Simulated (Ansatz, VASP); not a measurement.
# Ca: VASP beside Ansatz

File INCAR:

```
SYSTEM = Ca
ALGO = Fast
EDIFF = 1E-6
ENCUT = 520
GGA = PE
ISIF = 2
ISMEAR = 0
LASPH = .TRUE.
LCHARG = .FALSE.
LREAL = .FALSE.
LWAVE = .FALSE.
NBANDS = 11
NELM = 60
PREC = Accurate
SIGMA = 0.1
```

File KPOINTS:

```
k-points
0
G
  6 6 6
  0 0 0
```

Contents of POSCAR:

```
Ca
1.0
   -2.2846774636      2.2846774636      2.2846774636
    2.2846774636     -2.2846774636      2.2846774636
    2.2846774636      2.2846774636     -2.2846774636
Ca
1
Direct
    0.0000000000      0.0000000000      0.0000000000
```

Input for Ansatz:

```yaml
crystal:
  lattice:
    - [-2.2846774636, 2.2846774636, 2.2846774636]
    - [2.2846774636, -2.2846774636, 2.2846774636]
    - [2.2846774636, 2.2846774636, -2.2846774636]
  atoms:
    - { symbol: Ca, position: [0.0, 0.0, 0.0] }
basis:
  ecutwfc: 420
kpoints:
  mp_grid: { grid: [6, 6, 6] }
hamiltonian:
  xc: pbe
scf:
  occupations: { method: gaussian, width: 0.1 }
  lower_state_search: "off"
output:
  forces: true
  stress: true
  eigenvalues: true
```

Alike in both runs: task single point; functional PBE; k mesh 6 × 6 × 6; occupations gaussian, width 0.1 eV; no spin polarisation.

|  | VASP | Ansatz |
| --- | --- | --- |
| version | VASP 6.6.1 | Ansatz 0.2.0 |
| potentials or method | VASP PAW PBE potentials, release 64 (Ca_sv), cutoff 520 eV | scalar-relativistic, plane waves, PAW |
| valence electrons in the cell | 10 | 10 |

```csv
,VASP,Ansatz,Ansatz less VASP
gap on the k mesh at the Fermi level (eV),none,none,-
pressure (GPa),-1.6,-1.6,0.00
```

A gap of «none» marks a metal or a gap that the smearing closes.
